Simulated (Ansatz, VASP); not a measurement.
Hf4Ta in VASP and in Ansatz

```xyz
5
Lattice="3.0049 0.0000 0.0000 0.0000 6.0236 0.0000 0.0000 0.0000 6.9416" Properties=species:S:1:pos:R:3 pbc="T T T"
Hf    0.0000    1.5209    1.5302
Hf    0.0000    1.5209    5.4114
Hf    0.0000    4.5027    5.4114
Hf    0.0000    4.5027    1.5302
Ta    1.5024    3.0118    3.4708
```

Alike in both runs: functional PBE; k mesh 12 × 6 × 6; occupations gaussian, width 0.1 eV; no spin polarisation.

Ansatz relaxed the structure, and its values are those at the end. VASP's run is a single point on that final structure, the one shown.

|  | VASP | Ansatz |
| --- | --- | --- |
| version | VASP 6.6.1 | Ansatz 0.2.0 |
| potentials or method | VASP PAW PBE potentials, release 64 (Hf_pv, Ta_pv), cutoff 520 eV | scalar-relativistic, plane waves, PAW |
| valence electrons in the cell | 51 | 117 |

VASP gave:

| Item | Value |
| --- | --- |
| gap on the k mesh at the Fermi level (eV) | none |
| pressure (GPa) | -0.3 |
| rms of the force components (eV/Å) | 0.015 |

Question: Which values does Ansatz return?

Answer: gap on the k mesh at the Fermi level (eV): none; pressure (GPa): 0.0; rms of the force components (eV/Å): 0.000.

A gap of «none» marks a metal or a gap that the smearing closes. VASP's potentials hold 51 valence electrons a cell and Ansatz's 117, so a difference there can come from the potentials and not from the codes.

Neither program's run includes spin-orbit coupling.
